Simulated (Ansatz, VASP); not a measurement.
One calculation of In2S, two programs

```
CELL_PARAMETERS angstrom
3.92278 0.00000 0.00000
-1.96139 3.39723 0.00000
0.00000 0.00000 5.91219
ATOMIC_POSITIONS crystal
In 0.66667 0.33333 0.70683
In 0.33333 0.66667 0.29317
S 0.00000 0.00000 0.00000
```

Change from the starting cell: species swapped into the VSe2 type (P-3m1, No. 164).

Alike in both runs: functional PBE; k mesh 5 × 5 × 2; occupations gaussian, width 0.15 eV; no spin polarisation.

Ansatz relaxed the structure, and its values are those at the end. VASP's run is a single point on that final structure, the one shown.

```csv
,VASP,Ansatz
version,VASP 6.6.1,Ansatz 0.2.0
potentials or method,"VASP PAW PBE potentials, release 64 (In_d, S), cutoff 500 eV","scalar-relativistic, plane waves, PAW"
valence electrons in the cell,32,32
```

|  | VASP | Ansatz | Ansatz less VASP |
| --- | --- | --- | --- |
| gap on the k mesh at the Fermi level (eV) | none | none | - |
| pressure (GPa) | 0.1 | 0.1 | +0.04 |
| rms of the force components (eV/Å) | 0.025 | 0.028 | +0.0027 |

A gap of «none» marks a metal or a gap that the smearing closes.

The k mesh is coarse, so the values compare programs but aren't converged.
